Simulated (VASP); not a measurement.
A run of VASP 6.6.1:

The input INCAR:

```
SYSTEM = Rh
PREC     = Accurate       ! precision mode
ENCUT    = 520            ! plane-wave cutoff, eV
EDIFF    = 1E-7           ! SCF threshold, eV
ISMEAR   = 0              ! smearing method
SIGMA    = 0.15           ! smearing width, eV
LREAL    = .FALSE.        ! projectors in reciprocal space
LASPH    = .TRUE.         ! aspherical terms in the spheres
NELM     = 150            ! most SCF steps
ALGO     = Normal         ! electronic algorithm
ISIF     = 2              ! what is computed and relaxed
LWAVE    = .FALSE.        ! write WAVECAR
LCHARG   = .FALSE.        ! write CHGCAR
ISPIN    = 2              ! spin polarisation
MAGMOM   = 1              ! initial moments
LORBIT   = 11             ! projections on sites
NUPDOWN  = 1.0            ! fixed moment
LMAXMIX  = 4              ! l up to which the mixer works
GGA      = CA             ! functional
NBANDS   = 18             ! bands
```

File KPOINTS:

```
regular mesh
0
G
  22 22 22
  0 0 0
```

Contents of POSCAR:

```
Rh
1.0
    0.0000000000      1.9138416690      1.9138416690
    1.9138416690      0.0000000000      1.9138416690
    1.9138416690      1.9138416690      0.0000000000
Rh
1
Direct
    0.0000000000      0.0000000000      0.0000000000
```

Potentials or basis: VASP PAW LDA potentials, release 64 (Rh_pv).

The run is started by

```bash
$ cat potpaw_LDA.64/Rh_pv/POTCAR > POTCAR
$ mpirun -np 1 vasp_std > vasp.out
```

Hardware: 1 thread of AMD EPYC 9R45 96-Core Processor (Zen 5), on a shared host.

Estimate the wall time of this run.

Wall time 82 s on 1 thread of AMD EPYC 9R45 96-Core Processor (Zen 5), on a shared host, peak memory 0.19 GiB. Counts: scf iterations 13, k points 328.
